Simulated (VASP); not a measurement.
Write the native input for VASP 6.6.1 that does the following.

| Quantity | Value |
| --- | --- |
| Task | single point |
| Functional | PBE |
| Potentials or basis | VASP PAW PBE potentials, release 64 (Mg, Se) |
| Cutoff | 520 eV |
| k mesh | 4 × 4 × 4 |
| Occupations | gaussian, width 0.1 eV |
| Spin | no spin polarisation |
| Dipole correction | no |
| Further INCAR settings | ALGO = Normal; EDIFF = 1e-06; NBANDS = 14 |

The structure of Mg3Se lies in POSCAR:

```
Mg3Se
1.0
    4.4712208650      0.0000000000      0.0000000000
    0.0000000000      4.4712208650      0.0000000000
    0.0000000000      0.0000000000      4.4712208650
Mg Se
3 1
Direct
    0.0000000000      0.5000000000      0.5000000000
    0.5000000000      0.0000000000      0.5000000000
    0.5000000000      0.5000000000      0.0000000000
    0.0000000000      0.0000000000      0.0000000000
```

The input as run:

INCAR

```
PREC = Accurate ; ENCUT = 520
EDIFF = 1E-6 ; ISMEAR = 0
SIGMA = 0.1 ; LREAL = False
LASPH = True ; NELM = 100
ALGO = Normal ; ISIF = 2
LWAVE = False ; LCHARG = False
GGA = PE ; NBANDS = 14
```

KPOINTS

```
regular mesh
0
Gamma
  4 4 4
```

Potentials or basis: VASP PAW PBE potentials, release 64 (Mg, Se).

Command:

```bash
$ cat potpaw_PBE.64/Mg/POTCAR potpaw_PBE.64/Se/POTCAR > POTCAR
$ mpirun -np 1 vasp_std > vasp.out
```

Results of the run:

* Pressure: -0.5 GPa
* Band gap on the k mesh: zero (bands 6 and 7 overlap by 2.10 eV)

It took 14 s on 1 thread of Intel Xeon 8259CL (shared host), peak memory 0.2 GiB.
